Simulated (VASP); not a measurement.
## AlN: single point with LDA

AlN:

```
Al N
1.0
     3.28989    0.00000    0.00000
    -1.64494    2.84912    0.00000
     0.00000    0.00000    4.15946
Al N
2 2
Direct
  0.66667 0.33333 0.25000
  0.33333 0.66667 0.75000
  0.66667 0.33333 0.75000
  0.33333 0.66667 0.25000
```

This cell differs from its parent crystal: volume scaled by 0.98.

```yaml
Program: VASP 6.6.1
Task: single point
Functional: LDA
Potentials_or_basis: VASP PAW LDA potentials, release 64 (Al, N)
Cutoff: 520 eV
k_mesh: 9 × 9 × 7
Occupations: fermi-dirac, width 0.05 eV
Spin: no spin polarisation
Dipole_correction: no
Further_INCAR_settings: ALGO = Normal; EDIFF = 1e-07; NBANDS = 16
```

```
Pressure               : -4.1 GPa
Band gap on the k mesh : 3.44 eV, direct
```

Stress tensor (GPa, compression positive):
```
-3.65  0.00  0.00
 0.00 -3.65  0.00
 0.00  0.00 -5.03
```

Levels at points of the mesh, in eV from the valence-band top:
```
           k point  band 4  band 5  band 6  band 7  band 8  band 9  band 10  band 11  band 12  band 13
(0.00, 0.00, 0.00)   -3.33   -3.33   -1.64   -1.64    0.00    3.44     4.41     8.15     8.15    11.19
```

It took 14 s on 1 thread of AMD EPYC 7R13 Processor (Zen 3), with other jobs on the host, peak memory 0.11 GiB.

 A k mesh can miss the band edges.
